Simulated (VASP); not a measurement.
C, 10 atoms in the cell. The typed cell holds 10 atoms: a = 2.519 Å, b = 2.519 Å, c = 10.468 Å, α = 83.09°, β = 83.09°, γ = 60.00°. 

```yaml
Program: VASP 6.6.1
Task: single point
Functional: PBE
Potentials_or_basis: VASP PAW PBE potentials, release 64 (C)
Cutoff: 520 eV
k_mesh: 10 × 10 × 3
Occupations: gaussian, width 0.05 eV
Spin: no spin polarisation
Dipole_correction: no
Further_INCAR_settings: ALGO = Normal; EDIFF = 1e-06; NBANDS = 31
```

Potentials or basis: VASP PAW PBE potentials, release 64 (C).

Launch:

```sh
$ cat potpaw_PBE.64/C/POTCAR > POTCAR
$ mpirun -np 1 vasp_std > vasp.out
```

Hardware: 1 thread of Intel(R) Xeon(R) 6975P-C (Granite Rapids), on a shared host.

Question: How long does it take, and how much memory?

Answer: It took 80 s on 1 thread of Intel(R) Xeon(R) 6975P-C (Granite Rapids), on a shared host, peak memory 0.21 GiB. Counts: scf iterations 14, k points 86.
